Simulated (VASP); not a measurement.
# Sb in VASP: a series of runs, part 3 of 3

VASP 6.6.1. Earlier steps stand in the parts before.

**5. Electric field gradients, PBEsol (equal xx and yy strain of -2 %)**

INCAR reads:

```
ALGO = Normal
EDIFF = 1E-8
ENCUT = 520
GGA = PS
ISIF = 2
ISMEAR = -1
LASPH = True
LCHARG = False
LEFG = True
LREAL = False
LWAVE = False
NBANDS = 8
NELM = 100
PREC = Accurate
SIGMA = 0.03
```

KPOINTS reads:

```
k-points
0
Gamma
  14 14 14
```

POSCAR reads:

```
Sb
1.0
    0.0000000000      2.2589000000      2.3050000000
    2.2589000000      0.0000000000      2.3050000000
    2.2589000000      2.2589000000      0.0000000000
Sb
1
Direct
    0.0000000000      0.0000000000      0.0000000000
```

Potentials or basis: VASP PAW PBE potentials, release 64 (Sb).

Launch:

```bash
> cat potpaw_PBE.64/Sb/POTCAR > POTCAR
> mpirun -np 1 vasp_std > vasp.out
```

OUTCAR:

```text
EDIFF = 1E-8
   ENCUT = 520
   GGA = PS
   ISIF = 2
   ISMEAR = -1
   LASPH = True
   LREAL = False
   NELM = 100
   PREC = Accurate

 ion  position               nearest neighbor table
   1  0.000  0.000  0.000-

  LATTYP: Found a body centered tetragonal cell.
 ALAT       =     3.1945670160
 C/A-ratio  =     1.4430750636

  Lattice vectors:

 A1 = (  -2.2589000000,   0.0000000000,   2.3050000000)
 A2 = (   2.2589000000,   0.0000000000,   2.3050000000)
 A3 = (   0.0000000000,   2.2589000000,  -2.3050000000)

Analysis of symmetry for initial positions (statically):
=====================================================================
 Subroutine PRICEL returns:
 Original cell was already a primitive cell.

 Routine SETGRP: Setting up the symmetry group for a
 body centered tetragonal supercell.

 Subroutine GETGRP returns: Found 16 space group operations
 (whereof 16 operations were pure point group operations)
 out of a pool of 16 trial point group operations.

The static configuration has the point symmetry D_4h.

Analysis of symmetry for dynamics (positions and initial velocities):
=====================================================================
 Subroutine PRICEL returns:
 Original cell was already a primitive cell.

 Routine SETGRP: Setting up the symmetry group for a
 body centered tetragonal supercell.

 Subroutine GETGRP returns: Found 16 space group operations
 (whereof 16 operations were pure point group operations)
 out of a pool of 16 trial point group operations.

The dynamic configuration has the point symmetry D_4h.

[... 145 lines left out ...]
 val. band max:       10.2661792670   @ k =  -0.2143   0.2143   0.0714
 cond. band min:      10.2705411461   @ k =  -0.3571   0.3571   0.2143
 fundamental gap:      0.0043618791
 Fermi energy:        10.2670863888

 k-point     1 :       0.0000    0.0000    0.0000
  band No.  band energies     occupation
      1      -3.8349      2.00000
      2      16.6046      0.00000
      3      16.6046      0.00000
      4      16.6301      0.00000
      5      20.4674      0.00000
      6      20.6235      0.00000
      7      20.7530      0.00000
      8      20.7530      0.00000
[... 243 lines left out ...]
 k-point    24 :       0.2857    0.1429    0.0000
  band No.  band energies     occupation
      1      -2.1944      2.00000
      2      10.1864      1.87280
      3      13.6122      0.00000
      4      13.8609      0.00000
      5      17.6173      0.00000
      6      19.6083      0.00000
      7      23.1431      0.00000
      8      23.7468      0.00000

 [... further k-points ...]
[... 5 lines left out ...]
  --------------------------------------------------------------------------------------
  -------------------------------------------------------------------------------------
  Total        1.2605725      1.2605725      1.5288708      0.0000000      0.0000000     -0.0000000
  in kB       85.8585364     85.8585364    104.1325323      0.0000000      0.0000000     -0.0000000
  external PRESSURE =      91.9498683 kB  Pullay stress =       0.0000000 kB

 VOLUME and BASIS-vectors are now :
 -----------------------------------------------------------------------------
  energy-cutoff  :      520.00
  volume of cell :       23.52
      direct lattice vectors                 reciprocal lattice vectors
     0.000000000  2.258900000  2.305000000    -0.221346673  0.221346673  0.216919740
     2.258900000  0.000000000  2.305000000     0.221346673 -0.221346673  0.216919740
     2.258900000  2.258900000  0.000000000     0.221346673  0.221346673 -0.216919740

 POSITION                                       TOTAL-FORCE (eV/Angst)
 -----------------------------------------------------------------------------------
      0.00000      0.00000      0.00000         0.000000      0.000000      0.000000
 -----------------------------------------------------------------------------------
    total drift:                                0.000000     -0.000000     -0.000000

  FREE ENERGIE OF THE ION-ELECTRON SYSTEM (eV)
  ---------------------------------------------------
  free  energy   TOTEN  =        -4.2252701909 eV

  energy  without entropy=       -4.2233373282  energy(sigma->0) =       -4.22430376

 Electric field gradients (V/A^2)
---------------------------------------------------------------------
 ion       V_xx      V_yy      V_zz      V_xy      V_xz      V_yz
---------------------------------------------------------------------
   1       3.292     3.292    -6.585     0.000     0.000     0.000
---------------------------------------------------------------------

 Electric field gradients after diagonalization (V/A^2)
 (convention: |V_zz| > |V_xx| > |V_yy|)
----------------------------------------------------------------------
 ion       V_xx      V_yy      V_zz     asymmetry (V_yy - V_xx)/ V_zz
----------------------------------------------------------------------
   1       3.292     3.292    -6.585       0.000
----------------------------------------------------------------------

           NMR quadrupolar parameters

 Cq : quadrupolar parameter    Cq=e*Q*V_zz/h
 eta: asymmetry parameters     (V_yy - V_xx)/ V_zz
 Q  : nuclear electric quadrupole moment in mb (millibarn)
----------------------------------------------------------------------
 ion       Cq(MHz)       eta       Q (mb)
----------------------------------------------------------------------
   1      -0.016       0.000       1.000
----------------------------------------------------------------------
```

OSZICAR:

```text
N       E                     dE             d eps       ncg     rms          rms(c)
DAV:   1     0.487622463219E+01    0.48762E+01   -0.17381E+03  3960   0.418E+02
DAV:   2    -0.414824179811E+01   -0.90245E+01   -0.86620E+01  5536   0.545E+01
DAV:   3    -0.423292227235E+01   -0.84680E-01   -0.84108E-01  4712   0.601E+00
DAV:   4    -0.423314993915E+01   -0.22767E-03   -0.22767E-03  6280   0.375E-01
DAV:   5    -0.423315028952E+01   -0.35037E-06   -0.35070E-06  4976   0.927E-03    0.212E+00
DAV:   6    -0.422822541877E+01    0.49249E-02   -0.11556E-03  5096   0.162E-01    0.124E+00
DAV:   7    -0.422527855938E+01    0.29469E-02   -0.25389E-03  4560   0.239E-01    0.304E-02
DAV:   8    -0.422527084199E+01    0.77174E-05   -0.25333E-05  5592   0.412E-02    0.795E-03
DAV:   9    -0.422527039871E+01    0.44328E-06   -0.40649E-07  5456   0.432E-03    0.144E-03
DAV:  10    -0.422527032679E+01    0.71920E-07   -0.35981E-08  5184   0.106E-03    0.165E-03
DAV:  11    -0.422527019281E+01    0.13398E-06   -0.54591E-10  4704   0.202E-04    0.178E-04
DAV:  12    -0.422527019094E+01    0.18748E-08   -0.55084E-11  2904   0.454E-05
   1 F= -.42252702E+01 E0= -.42243038E+01  d E =-.193286E-02
```

stdout:

```text
POSCAR found type information on POSCAR Sb
 POSCAR found :  1 types and       1 ions
 scaLAPACK will be used
 -----------------------------------------------------------------------------
|                                                                             |
|                                                                             |
|     You enforced a specific xc type in the INCAR file but a different       |
|     I HOPE YOU KNOW WHAT YOU ARE DOING!                                     |
|                                                                             |
 -----------------------------------------------------------------------------

 LDA part: xc-table for (Slater+PW92), standard interpolation
 POSCAR, INCAR and KPOINTS ok, starting setup
 FFT: planning ... GRIDC
 FFT: planning ... GRID_SOFT
 FFT: planning ... GRID
 WAVECAR not read
 entering main loop
ion   1
```

Wall time 22 s (1 thread of AMD EPYC 7R13, shared host); peak memory 0.17 GiB.

What came out:

| Quantity | Value |
| --- | --- |
| Free energy | -4.2253 eV |
| Pressure | 9.2 GPa |

Stress tensor (GPa, compression positive):
```
 8.59  0.00  0.00
 0.00  8.59  0.00
 0.00  0.00 10.41
```

Electric field gradients, principal values (V/Å²):
```
atom  least  middle  greatest (by size)
1 Sb  3.292   3.292              -6.585
```

Caveat: the cell differs from its parent crystal (equal xx and yy strain of -2 %); without QUAD_EFG the Cq values of the log hold for a quadrupole moment of 1 mb, not for the nuclei; the PAW data sets were made with another functional, which shifts forces and pressure a little; spin-orbit coupling is left out, which moves the levels of the heavy elements.

**6. Electric field gradients, PBEsol (equal xx and yy strain of +1 %)**

INCAR reads:

```
SYSTEM = Sb
ALGO = Normal
EDIFF = 1E-8
ENCUT = 520
GGA = PS
ISIF = 2
ISMEAR = -1
LASPH = .True.
LCHARG = .False.
LEFG = .True.
LREAL = .False.
LWAVE = .False.
NBANDS = 8
NELM = 80
PREC = Accurate
SIGMA = 0.03
```

KPOINTS reads:

```
k-points
0
Gamma
  14 14 14
  0 0 0
```

POSCAR reads:

```
Sb
1.0
    0.0000000000      2.3280500000      2.3050000000
    2.3280500000      0.0000000000      2.3050000000
    2.3280500000      2.3280500000      0.0000000000
Sb
1
Direct
    0.0000000000      0.0000000000      0.0000000000
```

Potentials or basis: VASP PAW PBE potentials, release 64 (Sb).

Launch:

```bash
> cat potpaw_PBE.64/Sb/POTCAR > POTCAR
> mpirun -np 1 vasp_std > vasp.out
```

OUTCAR:

```text
SYSTEM = Sb
   EDIFF = 1E-8
   ENCUT = 520
   GGA = PS
   ISIF = 2
   ISMEAR = -1
   LASPH = .True.
   LREAL = .False.
   NELM = 80
   PREC = Accurate

 ion  position               nearest neighbor table
   1  0.000  0.000  0.000-

  LATTYP: Found a body centered tetragonal cell.
 ALAT       =     3.2923598839
 C/A-ratio  =     1.4002114479

  Lattice vectors:

 A1 = (   0.0000000000,  -2.3280500000,  -2.3050000000)
 A2 = (   0.0000000000,   2.3280500000,  -2.3050000000)
 A3 = (   2.3280500000,   0.0000000000,   2.3050000000)
[... 468 lines left out ...]
    total drift:                                0.000000     -0.000000      0.000000

  FREE ENERGIE OF THE ION-ELECTRON SYSTEM (eV)
  ---------------------------------------------------
  free  energy   TOTEN  =        -4.2797555087 eV

  energy  without entropy=       -4.2769786478  energy(sigma->0) =       -4.27836708

 Electric field gradients (V/A^2)
---------------------------------------------------------------------
 ion       V_xx      V_yy      V_zz      V_xy      V_xz      V_yz
---------------------------------------------------------------------
   1      -1.969    -1.969     3.938    -0.000    -0.000    -0.000
---------------------------------------------------------------------

 Electric field gradients after diagonalization (V/A^2)
 (convention: |V_zz| > |V_xx| > |V_yy|)
----------------------------------------------------------------------
 ion       V_xx      V_yy      V_zz     asymmetry (V_yy - V_xx)/ V_zz
----------------------------------------------------------------------
   1      -1.969    -1.969     3.938       0.000
----------------------------------------------------------------------

           NMR quadrupolar parameters

 Cq : quadrupolar parameter    Cq=e*Q*V_zz/h
 eta: asymmetry parameters     (V_yy - V_xx)/ V_zz
 Q  : nuclear electric quadrupole moment in mb (millibarn)
----------------------------------------------------------------------
 ion       Cq(MHz)       eta       Q (mb)
----------------------------------------------------------------------
   1       0.010       0.000       1.000
----------------------------------------------------------------------
```

OSZICAR:

```text
N       E                     dE             d eps       ncg     rms          rms(c)
DAV:   1     0.436056592072E+01    0.43606E+01   -0.17062E+03  3976   0.412E+02
DAV:   2    -0.420410517358E+01   -0.85647E+01   -0.82849E+01  5576   0.532E+01
DAV:   3    -0.428706879732E+01   -0.82964E-01   -0.82475E-01  4600   0.590E+00
DAV:   4    -0.428730965398E+01   -0.24086E-03   -0.24085E-03  6312   0.384E-01
DAV:   5    -0.428731002006E+01   -0.36608E-06   -0.36686E-06  4904   0.907E-03    0.188E+00
DAV:   6    -0.428251373020E+01    0.47963E-02   -0.17093E-03  4976   0.196E-01    0.108E+00
DAV:   7    -0.427976425268E+01    0.27495E-02   -0.35427E-03  4432   0.281E-01    0.355E-02
DAV:   8    -0.427975605208E+01    0.82006E-05   -0.34159E-05  5464   0.475E-02    0.749E-03
DAV:   9    -0.427975592146E+01    0.13063E-06   -0.40170E-07  5680   0.468E-03    0.122E-03
DAV:  10    -0.427975563666E+01    0.28480E-06   -0.73279E-08  4920   0.143E-03    0.168E-03
DAV:  11    -0.427975551534E+01    0.12132E-06   -0.88937E-10  5464   0.248E-04    0.303E-04
DAV:  12    -0.427975550867E+01    0.66746E-08   -0.88674E-11  2896   0.514E-05
   1 F= -.42797555E+01 E0= -.42783671E+01  d E =-.277686E-02
```

stdout:

```text
POSCAR found type information on POSCAR Sb
 POSCAR found :  1 types and       1 ions
 scaLAPACK will be used
 -----------------------------------------------------------------------------
|                                                                             |
|                                                                             |
|     You enforced a specific xc type in the INCAR file but a different       |
|     I HOPE YOU KNOW WHAT YOU ARE DOING!                                     |
|                                                                             |
 -----------------------------------------------------------------------------

 LDA part: xc-table for (Slater+PW92), standard interpolation
 POSCAR, INCAR and KPOINTS ok, starting setup
 FFT: planning ... GRIDC
 FFT: planning ... GRID_SOFT
 FFT: planning ... GRID
 WAVECAR not read
 entering main loop
ion   1
```

Run time: 20 s. Hardware: 1 thread of AMD EPYC 7R13, shared host; peak memory 0.17 GiB.

What came out:

```
Free energy : -4.2798 eV
Pressure    : 3.4 GPa
```

Stress tensor (GPa, compression positive):
```
3.80 0.00 0.00
0.00 3.80 0.00
0.00 0.00 2.55
```

Electric field gradients, principal values (V/Å²):
| atom | least | middle | greatest (by size) |
| --- | --- | --- | --- |
| 1 Sb | -1.969 | -1.969 | 3.938 |

Caveat: the cell differs from its parent crystal (equal xx and yy strain of +1 %); without QUAD_EFG the Cq values of the log hold for a quadrupole moment of 1 mb, not for the nuclei; the PAW data sets were made with another functional, which shifts forces and pressure a little; spin-orbit coupling is left out, which moves the levels of the heavy elements.

**7. The runs side by side**

| cell | gap on the mesh (eV) | pressure (GPa) |
| --- | --- | --- |
| a = 3.271 Å, angles 60.0°, 1 atom | none | 4.2 |
| a = 3.303 Å, angles 60.0°, 1 atom | none | 1.8 |
| a = 3.227, b = 3.227, c = 3.195 Å, angles 60.3, 60.3, 59.3°, 1 atom | none | 9.2 |
| a = 3.276, b = 3.276, c = 3.292 Å, angles 59.8, 59.8, 60.3°, 1 atom | none | 3.4 |

Alike in all rows: task electric field gradients; level PBEsol; potentials or basis VASP PAW PBE potentials, release 64 (Sb); no spin polarisation; k mesh 14 × 14 × 14; cutoff (eV) 520; smearing fermi-dirac 0.03 eV.

Caveats: the PAW data sets were made with another functional, which shifts forces and pressure a little; spin-orbit coupling is left out, which moves the levels of the heavy elements.

Total energies depend on the potentials used, so only differences within one code and one set of settings carry meaning.
